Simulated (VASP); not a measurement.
Set up this calculation in VASP 6.6.1, as the native input.

- Task: single point
- Functional: LDA
- Potentials or basis: VASP PAW LDA potentials, release 64 (P)
- Cutoff: 520 eV
- k mesh: 8 × 1 × 6
- Occupations: fermi-dirac, width 0.05 eV
- Spin: no spin polarisation
- Dipole correction: no
- Further INCAR settings: ALGO = Normal; EDIFF = 1e-06; NBANDS = 18

The structure of P lies in POSCAR:

```
P
1.0
    3.2616886149      0.0000000000      0.0000000000
    0.0000000000     34.6230841357      0.0000000000
    0.0000000000      0.0000000000      4.6009959564
P
4
Direct
    0.5000000000      0.9702614300      0.9078492800
    0.5000000000      0.0297385700      0.0921507200
    0.0000000000      0.0297385700      0.4078492800
    0.0000000000      0.9702614300      0.5921507200
```

This cell differs from its parent crystal: volume scaled by 0.98.

These files were run (other wordings do the same):

INCAR

```
SYSTEM = P
ALGO = Normal ; EDIFF = 1E-6
ENCUT = 520 ; ISIF = 2
ISMEAR = -1 ; LASPH = .TRUE.
LCHARG = .FALSE. ; LREAL = .FALSE.
LWAVE = .FALSE. ; NBANDS = 18
NELM = 100 ; PREC = Accurate
SIGMA = 0.05
```

KPOINTS

```
k-points
0
G
  8 1 6
  0 0 0
```

Potentials or basis: VASP PAW LDA potentials, release 64 (P).

Command:

```sh
$ cat potpaw_LDA.64/P/POTCAR > POTCAR
$ mpirun -np 1 vasp_std > vasp.out
```

Results of the run:

```yaml
Largest_force: 0.256 eV/Å
Band_gap_on_the_k_mesh: 0.84 eV, direct
```

Run time: 2 min on 1 thread of Intel(R) Xeon(R) 6975P-C (Granite Rapids), on a shared host, peak memory 0.45 GiB.
